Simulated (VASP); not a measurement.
A run of VASP 6.6.1 is set up as follows.

File INCAR:

```
PREC = Accurate
ENCUT = 520
EDIFF = 1E-7
ISMEAR = -1
SIGMA = 0.05
LREAL = Auto
LASPH = True
NELM = 100
ALGO = Normal
ISIF = 2
LWAVE = False
LCHARG = True
GGA = PE
IVDW = 12
LELF = True
LVHAR = True
NBANDS = 59
```

Contents of KPOINTS:

```
Automatic mesh
0
Gamma
  1 1 1
```

File POSCAR:

```
H16CO10
1.0
    6.7386640000      0.0000000000      0.0000000000
    0.0000000000      6.7386640000      0.0000000000
    0.0000000000      0.0000000000      6.7386640000
O H C
10 16 1
Direct
   -0.0011426597      0.6931195857      0.0281064615
    0.3200931223      0.1095024177      0.5824745083
    0.4140880151      0.7596906449      0.9682186261
    0.7986597937      1.0189705259      0.8262617041
    0.0238029378      0.8634500845      0.4954839713
    0.5581225002      0.8917197830      0.3210280257
    0.0070340352      0.4317473018      0.5241098235
    0.5521124069      0.4875447121      0.6454098320
    0.9373519736      0.1417788452      0.2273150880
    0.6666158158      0.3489118911      0.1804215198
   -0.0768846763      0.6051347864      0.1258112884
   -0.1188217724      0.7687577241     -0.0406608788
    0.2015087857      0.0364018743      0.6096905856
    0.3791404350      0.0289671662      0.4742186285
    0.2750100020      0.7328604008      1.0041456289
    0.4645727996      0.6676545974      0.8614615597
    0.8610163676      0.9659481464      0.7101852830
    0.6622380935      1.0019345081      0.7991198255
   -0.0611397155      0.9148104135      0.3833400805
    0.0281213012      0.7209292524      0.4659677349
    0.4940148374      0.8475270469      0.1880788239
    0.5515336571      0.7635934957      0.3999754254
    0.1047982211      0.3237585373      0.5091365291
   -0.0248862386      0.4408589002      0.6664674185
    0.6946183991      0.4544075799      0.6329741326
    0.4946529460      0.3503661853      0.6407501546
    0.8026368431      0.2512961026      0.2002770876
```

Potentials or basis: VASP PAW PBE potentials, release 64 (O, H, C).

Run with:

```bash
$ cat potpaw_PBE.64/O/POTCAR potpaw_PBE.64/H/POTCAR potpaw_PBE.64/C/POTCAR > POTCAR
$ mpirun -np 1 vasp_gam > vasp.out
```

Question: What does it give for the largest force?

Answer: 4.899 eV/Å.

Question: Estimate the band gap on the k mesh.

Answer: 4.46 eV.

Forces in eV/Å, atoms in the order of the input:
```
O   -3.021 -0.505  0.273
O    1.016  1.019 -0.274
O    0.429 -0.165 -0.416
O    0.795  0.279  1.115
O   -1.384 -0.085 -1.026
O   -0.818 -1.830 -0.123
O   -0.352  0.217  0.414
O    0.615 -1.010  0.053
O   -0.213  0.766 -0.433
O   -3.165  2.729 -0.714
H    1.110  1.172 -1.250
H    1.996 -0.530  1.015
H   -0.833 -0.739  0.293
H    0.308  0.202 -0.086
H    0.075 -0.265 -0.632
H   -0.771  0.366  0.915
H    0.910 -0.491 -1.202
H   -1.899 -0.080 -0.105
H    0.884 -0.168  0.934
H    0.242 -0.156  0.466
H    0.826  0.320  0.859
H    0.107  1.267 -0.721
H    0.072  0.127  0.250
H    0.639 -0.146 -0.402
H   -0.642  0.381 -0.079
H   -0.294  0.776  0.014
C    3.368 -3.452  0.861
```

Caveat: the k points lie up to 0.93 Å⁻¹ apart.
